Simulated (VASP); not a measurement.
# AgBr (Fm-3m) in VASP: a series of runs

Runs on AgBr. Level: PBEsol. Tasks: single point.

Everything below comes from runs of VASP 6.6.1. Logs are shortened: lines on timing, memory, paths and dates and some standing lists are left out, and cuts for length are marked.

## Step 1: The cell of the first run

Symmetry: Fm-3m, No. 225, cubic system. Conventional cell: a = 5.772 Å, b = 5.772 Å, c = 5.772 Å, α = 90.00°, β = 90.00°, γ = 90.00°. Ag (site symmetry m-3m) has 6 Br at 2.89 Å within 3.8 Å. Within 3.8 Å of Br (site symmetry m-3m) lie 6 Ag at 2.89 Å.

## Step 2: Single point, PBEsol

Contents of INCAR:

```
PREC = Accurate
ENCUT = 500
EDIFF = 1E-6
ISMEAR = -1
SIGMA = 0.02
LREAL = F
LASPH = T
NELM = 120
ALGO = Normal
ISIF = 2
LWAVE = F
LCHARG = T
GGA = PS
LELF = T
LVHAR = T
NBANDS = 16
GGA_COMPAT = F
```

Contents of KPOINTS:

```
Automatic mesh
0
Gamma
  7 7 7
```

Contents of POSCAR:

```
AgBr
1.0
    0.0000000000      2.8860500000      2.8860500000
    2.8860500000      0.0000000000      2.8860500000
    2.8860500000      2.8860500000      0.0000000000
Ag Br
1 1
Direct
    0.5000000000      0.5000000000      0.5000000000
    0.0000000000      0.0000000000      0.0000000000
```

Potentials or basis: VASP PAW PBE potentials, release 64 (Ag, Br).

Run with:

```
> cat potpaw_PBE.64/Ag/POTCAR potpaw_PBE.64/Br/POTCAR > POTCAR
> mpirun -np 1 vasp_std > vasp.out
```

OUTCAR:

```text
PREC = Accurate
   ENCUT = 500
   EDIFF = 1E-6
   ISMEAR = -1
   LREAL = F
   LASPH = T
   NELM = 120
   ISIF = 2
   GGA = PS

 ion  position               nearest neighbor table
   1  0.500  0.500  0.500-   2 2.89   2 2.89   2 2.89   2 2.89   2 2.89   2 2.89
   2  0.000  0.000  0.000-   1 2.89   1 2.89   1 2.89   1 2.89   1 2.89   1 2.89

  LATTYP: Found a face centered cubic cell.
 ALAT       =     5.7721000000

  Lattice vectors:

 A1 = (   0.0000000000,   2.8860500000,   2.8860500000)
 A2 = (   2.8860500000,   0.0000000000,   2.8860500000)
 A3 = (   2.8860500000,   2.8860500000,   0.0000000000)

Analysis of symmetry for initial positions (statically):
=====================================================================
 Subroutine PRICEL returns:
 Original cell was already a primitive cell.

 Routine SETGRP: Setting up the symmetry group for a
 face centered cubic supercell.

 Subroutine GETGRP returns: Found 48 space group operations
 (whereof 48 operations were pure point group operations)
 out of a pool of 48 trial point group operations.

The static configuration has the point symmetry O_h .

Analysis of symmetry for dynamics (positions and initial velocities):
=====================================================================
 Subroutine PRICEL returns:
 Original cell was already a primitive cell.

 Routine SETGRP: Setting up the symmetry group for a
 face centered cubic supercell.

 Subroutine GETGRP returns: Found 48 space group operations
 (whereof 48 operations were pure point group operations)
 out of a pool of 48 trial point group operations.

The dynamic configuration has the point symmetry O_h .

 Subroutine INISYM returns: Found 48 space group operations
 (whereof 48 operations are pure point group operations),
 and found     1 'primitive' translations

----------------------------------------------------------------------------------------

                                     Primitive cell

  volume of cell :      48.0775

  direct lattice vectors                    reciprocal lattice vectors
     0.000000000  2.886050000  2.886050000    -0.173247172  0.173247172  0.173247172
     2.886050000  0.000000000  2.886050000     0.173247172 -0.173247172  0.173247172
     2.886050000  2.886050000  0.000000000     0.173247172  0.173247172 -0.173247172

  length of vectors
     4.081491052  4.081491052  4.081491052     0.300072904  0.300072904  0.300072904

  position of ions in fractional coordinates (direct lattice)
     0.500000000  0.500000000  0.500000000
     0.000000000  0.000000000  0.000000000

  ion indices of the primitive-cell ions
   primitive index   ion index
                 1           1
                 2           2

----------------------------------------------------------------------------------------

 KPOINTS: Automatic mesh

Automatic generation of k-mesh.
 Grid dimensions read from file:
 generate k-points for:    7    7    7

 Generating k-lattice:

  Cartesian coordinates                     Fractional coordinates (reciprocal lattice)
    -0.024749596  0.024749596  0.024749596     0.142857143  0.000000000  0.000000000
     0.024749596 -0.024749596  0.024749596     0.000000000  0.142857143  0.000000000
     0.024749596  0.024749596 -0.024749596     0.000000000  0.000000000  0.142857143

  Length of vectors
     0.042867558  0.042867558  0.042867558

  Shift w.r.t. Gamma in fractional coordinates (k-lattice)
     0.000000000  0.000000000  0.000000000

 Subroutine IBZKPT returns following result:
 ===========================================

 Found     20 irreducible k-points:

 Following reciprocal coordinates:
            Coordinates               Weight
  0.000000  0.000000  0.000000      1.000000
  0.142857  0.000000  0.000000      8.000000
  0.285714  0.000000  0.000000      8.000000
  0.428571  0.000000  0.000000      8.000000
  0.142857  0.142857  0.000000      6.000000
  0.285714  0.142857  0.000000     24.000000
[... 12 lines left out ...]
 -0.428571  0.428571  0.142857     24.000000
 -0.285714  0.428571  0.142857     24.000000
   k-points           NKPTS =     20   k-points in BZ     NKDIM =     20   number of bands    NBANDS=     16
   number of dos      NEDOS =    301   number of ions     NIONS =      2
   total plane-waves  NPLWV =  27000
   dimension x,y,z NGX =    30 NGY =   30 NGZ =   30
   dimension x,y,z NGXF=    60 NGYF=   60 NGZF=   60
   ions per type =               1   1
   NGX,Y,Z   is equivalent  to a cutoff of  12.22, 12.22, 12.22 a.u.
   NGXF,Y,Z  is equivalent  to a cutoff of  24.44, 24.44, 24.44 a.u.
 SYSTEM =  unknown system
   PREC   = accura    normal or accurate (medium, high low for compatibility)
   ISTART =      0    job   : 0-new  1-cont  2-samecut
   ICHARG =      2    charge: 1-file 2-atom 10-const
   ISPIN  =      1    spin polarized calculation?
   LNONCOLLINEAR =      F non collinear calculations
   LSORBIT =      F    spin-orbit coupling
   LASPH  =      T    aspherical Exc in radial PAW
   ENCUT  =  500.0 eV  36.75 Ry    6.06 a.u.   7.44  7.44  7.44*2*pi/ulx,y,z
   NELM   =    120;   NELMIN=  2; NELMDL= -5     # of ELM steps
   EDIFF  = 0.1E-05   stopping-criterion for ELM
   LREAL  =      F    real-space projection
   EDIFFG = 0.1E-04   stopping-criterion for IOM
   NSW    =      0    number of steps for IOM
   IBRION =     -1    ionic relax: 0-MD 1-quasi-New 2-CG
   NFREE  =      0    steps in history (QN), initial steepest desc. (CG)
   ISIF   =      2    stress and relaxation
   ISYM   =      2    0-nonsym 1-usesym 2-fastsym
   POTIM  = 0.5000    time-step for ionic-motion
   TEBEG  =    0.0;   TEEND  =   0.0 temperature during run
   PSTRESS=    0.0 pullay stress
   NELECT =      18.0000    total number of electrons
   NUPDOWN=      -1.0000    fix difference up-down
   EMIN   =  10.00;   EMAX   =-10.00  energy-range for DOS
   EFERMI =   0.00;   METHOD = LEGACY
   ISMEAR =    -1;   SIGMA  =   0.02  broadening in eV -4-tet -1-fermi 0-gaus
   EFERMI_NEDOS =   21; number of points for ismear=-14 and -15
   IALGO  =     38    algorithm
   IMIX   =      4    mixing-type and parameters
     AMIX     =   0.40;   BMIX     =  1.00
     AMIX_MAG =   1.60;   BMIX_MAG =  1.00
  volume/ion in A,a.u.               =      24.04       162.22
  Fermi-wavevector in a.u.,A,eV,Ry     =   1.179918  2.229722 18.942118  1.392206
  Thomas-Fermi vector in A             =   2.316220
   LORBIT       =      0    0 simple, 1 ext, 2 COOP (PROOUT), +10 PAW based schemes
   GGA     = PS    functional components
   LHFCALC =     F    Hartree Fock is set to
   AEXX    =    0.0000 exact exchange contribution
   IVDW    =     0    specifies the selected vdW correction
   LEPSILON=     F    determine dielectric tensor
   LRPA    =     F    only Hartree local field effects (RPA)
 non-spin polarized calculation
  energy-cutoff  :      500.00
  volume of cell :       48.08
 maximum number of plane-waves:      1243
 NGX is ok and might be reduce to    30
   NGX = 15   NGY = 15   NGZ = 15

 number of electron      18.0000004 magnetization

 Free energy of the ion-electron system (eV)
  ---------------------------------------------------
  ext. energy  EPLUGINS =         0.00000000
  ---------------------------------------------------
  free energy    TOTEN  =        -5.67943413 eV

  energy without entropy =       -5.67943412  energy(sigma->0) =       -5.67943413

 E-fermi :   3.5486     XC(G=0): -10.0034

 val. band max:        3.2260924868   @ k =   0.4286   0.0000   0.0000
 cond. band min:       3.8048434012   @ k =   0.0000   0.0000   0.0000
 fundamental gap:      0.5787509144
 Fermi energy:         3.5485941612

 k-point     1 :       0.0000    0.0000    0.0000
  band No.  band energies     occupation
      1     -11.7086      2.00000
      2       0.5455      2.00000
      3       0.5455      2.00000
      4       0.5467      2.00000
      5       0.5467      2.00000
      6       0.5467      2.00000
[... 8 lines left out ...]
     15      14.8828      0.00000
     16      14.8828      0.00000

 k-point     2 :       0.1429    0.0000    0.0000
  band No.  band energies     occupation
      1     -11.6327      2.00000
      2       0.0674      2.00000
      3       0.0793      2.00000
      4       0.0793      2.00000
      5       0.6010      2.00000
      6       0.6010      2.00000
[... 8 lines left out ...]
     15      14.0935      0.00000
     16      14.3652      0.00000

 k-point     3 :       0.2857    0.0000    0.0000
  band No.  band energies     occupation
      1     -11.4531      2.00000
      2      -1.0781      2.00000
      3      -0.4652      2.00000
      4      -0.4652      2.00000
      5       0.7272      2.00000
      6       0.7272      2.00000
[... 8 lines left out ...]
     15      14.8163      0.00000
     16      14.8163      0.00000

 k-point     4 :       0.4286    0.0000    0.0000
  band No.  band energies     occupation
      1     -11.2984      2.00000
      2      -1.8118      2.00000
      3      -0.7654      2.00000
      4      -0.7654      2.00000
      5       0.8325      2.00000
      6       0.8325      2.00000
[... 8 lines left out ...]
     15      16.0863      0.00000
     16      16.0863      0.00000

 k-point     5 :       0.1429    0.1429    0.0000
  band No.  band energies     occupation
      1     -11.6106      2.00000
      2      -0.4501      2.00000
      3       0.4012      2.00000
      4       0.4012      2.00000
      5       0.4949      2.00000
      6       0.5749      2.00000
[... 8 lines left out ...]
     15      16.2605      0.00000
     16      16.3097      0.00000

 k-point     6 :       0.2857    0.1429    0.0000
  band No.  band energies     occupation
      1     -11.4731      2.00000
      2      -1.0189      2.00000
      3      -0.1486      2.00000
      4      -0.0746      2.00000
      5       0.5822      2.00000
      6       0.7372      2.00000
[... 8 lines left out ...]
     15      15.9818      0.00000
     16      15.9991      0.00000

 k-point     7 :       0.4286    0.1429    0.0000
  band No.  band energies     occupation
      1     -11.3152      2.00000
      2      -1.5197      2.00000
      3      -0.6971      2.00000
      4      -0.5455      2.00000
      5       0.7238      2.00000
      6       0.8514      2.00000
[... 8 lines left out ...]
     15      16.3632      0.00000
     16      16.7222      0.00000

 k-point     8 :      -0.4286    0.1429    0.0000
  band No.  band energies     occupation
      1     -11.2620      2.00000
      2      -1.7131      2.00000
      3      -0.7608      2.00000
      4      -0.7470      2.00000
      5       0.8256      2.00000
      6       0.8442      2.00000
[... 8 lines left out ...]
     15      15.9021      0.00000
     16      16.4646      0.00000

 k-point     9 :      -0.2857    0.1429    0.0000
  band No.  band energies     occupation
      1     -11.3597      2.00000
      2      -1.3997      2.00000
      3      -0.6950      2.00000
      4      -0.3869      2.00000
      5       0.7419      2.00000
      6       0.8042      2.00000
[... 8 lines left out ...]
     15      15.7114      0.00000
     16      16.7567      0.00000
[... 96 lines left out ...]
 k-point    15 :       0.4286    0.4286    0.0000
  band No.  band energies     occupation
      1     -11.2623      2.00000
      2      -1.0417      2.00000
      3       0.2876      2.00000
      4       0.4422      2.00000
      5       0.4422      2.00000
      6       0.6956      2.00000
[... 8 lines left out ...]
     15      18.0925      0.00000
     16      18.4217      0.00000

 k-point    16 :      -0.4286    0.4286    0.0000
  band No.  band energies     occupation
      1     -11.2331      2.00000
      2      -0.8806      2.00000
      3      -0.2691      2.00000
      4      -0.0695      2.00000
      5       0.5828      2.00000
      6       0.9345      2.00000
[... 8 lines left out ...]
     15      17.2113      0.00000
     16      18.4189      0.00000

 k-point    17 :       0.4286    0.2857    0.1429
  band No.  band energies     occupation
      1     -11.3526      2.00000
      2      -1.2944      2.00000
      3      -0.5066      2.00000
      4      -0.1434      2.00000
      5       0.6810      2.00000
      6       0.8145      2.00000
[... 8 lines left out ...]
     15      17.1666      0.00000
     16      17.6284      0.00000

 k-point    18 :      -0.4286    0.2857    0.1429
  band No.  band energies     occupation
      1     -11.2522      2.00000
      2      -1.3701      2.00000
      3      -0.7135      2.00000
      4      -0.5404      2.00000
      5       0.7736      2.00000
      6       0.8622      2.00000
[... 8 lines left out ...]
     15      16.1487      0.00000
     16      17.6089      0.00000

 k-point    19 :      -0.4286    0.4286    0.1429
  band No.  band energies     occupation
      1     -11.2392      2.00000
      2      -1.0007      2.00000
      3      -0.4958      2.00000
      4      -0.2292      2.00000
      5       0.7987      2.00000
      6       0.8895      2.00000
[... 8 lines left out ...]
     15      16.9639      0.00000
     16      18.3738      0.00000

 k-point    20 :      -0.2857    0.4286    0.1429
  band No.  band energies     occupation
      1     -11.2183      2.00000
      2      -0.9571      2.00000
      3      -0.6724      2.00000
      4      -0.5534      2.00000
      5       0.8100      2.00000
      6       0.9055      2.00000
[... 8 lines left out ...]
     15      15.9282      0.00000
     16      18.4469      0.00000

------------------------ aborting loop because EDIFF is reached ----------------------------------------

  FORCE on cell =-STRESS in cart. coord.  units (eV):
  Direction    XX          YY          ZZ          XY          YZ          ZX
  --------------------------------------------------------------------------------------
  -------------------------------------------------------------------------------------
  Total       -0.7060675     -0.7060675     -0.7060675      0.0000000      0.0000000     -0.0000000
  in kB      -23.5296394    -23.5296394    -23.5296394      0.0000000      0.0000000     -0.0000000
  external PRESSURE =     -23.5296394 kB  Pullay stress =       0.0000000 kB

 VOLUME and BASIS-vectors are now :
 -----------------------------------------------------------------------------
  energy-cutoff  :      500.00
  volume of cell :       48.08
      direct lattice vectors                 reciprocal lattice vectors
     0.000000000  2.886050000  2.886050000    -0.173247172  0.173247172  0.173247172
     2.886050000  0.000000000  2.886050000     0.173247172 -0.173247172  0.173247172
     2.886050000  2.886050000  0.000000000     0.173247172  0.173247172 -0.173247172

 POSITION                                       TOTAL-FORCE (eV/Angst)
 -----------------------------------------------------------------------------------
      2.88605      2.88605      2.88605        -0.000000      0.000000     -0.000000
      0.00000      0.00000      0.00000         0.000000     -0.000000      0.000000
 -----------------------------------------------------------------------------------
    total drift:                                0.000000      0.000000      0.000000

  FREE ENERGIE OF THE ION-ELECTRON SYSTEM (eV)
  ---------------------------------------------------
  free  energy   TOTEN  =        -5.6794341316 eV

  energy  without entropy=       -5.6794341216  energy(sigma->0) =       -5.67943413
```

Wall time 25 s (1 thread of Intel Xeon 8259CL, shared host); peak memory 0.17 GiB.

Results:

* Free energy: -5.6794 eV
* Pressure: -2.4 GPa
* Band gap on the k mesh: 0.58 eV, indirect (least direct gap 2.40 eV)

Caveat: the PAW data sets were made with another functional, which shifts forces and pressure a little. A k mesh can miss the band edges.

## Step 3: Single point, PBEsol (volume scaled by 0.94)

Contents of INCAR:

```
ALGO = Normal
EDIFF = 1E-6
ENCUT = 500
GGA = PS
GGA_COMPAT = F
ISIF = 2
ISMEAR = -1
LASPH = T
LCHARG = F
LREAL = F
LWAVE = F
NBANDS = 16
NELM = 120
PREC = Accurate
SIGMA = 0.02
```

Contents of KPOINTS:

```
k-points
0
Gamma
  7 7 7
```

Contents of POSCAR:

```
AgBr
1.0
    0.0000000000      2.8271344891      2.8271344891
    2.8271344891      0.0000000000      2.8271344891
    2.8271344891      2.8271344891      0.0000000000
Ag Br
1 1
Direct
    0.5000000000      0.5000000000      0.5000000000
    0.0000000000      0.0000000000      0.0000000000
```

Potentials or basis: VASP PAW PBE potentials, release 64 (Ag, Br).

Run with:

```
> cat potpaw_PBE.64/Ag/POTCAR potpaw_PBE.64/Br/POTCAR > POTCAR
> mpirun -np 1 vasp_std > vasp.out
```

Wall time 22 s (1 thread of Intel Xeon 8259CL, shared host); peak memory 0.17 GiB.

Results (log left out):

```yaml
Free_energy: -5.6970 eV
Pressure: 0.6 GPa
Band_gap_on_the_k_mesh: 0.58 eV, indirect (least direct gap 2.61 eV)
```

Levels at points of the mesh, in eV from the valence-band top:
```
           k point  band 7  band 8  band 9  band 10  band 11  band 12
(0.00, 0.00, 0.00)   -2.04   -2.04   -2.04     0.58     9.88     9.88
```

Caveat: the PAW data sets were made with another functional, which shifts forces and pressure a little.
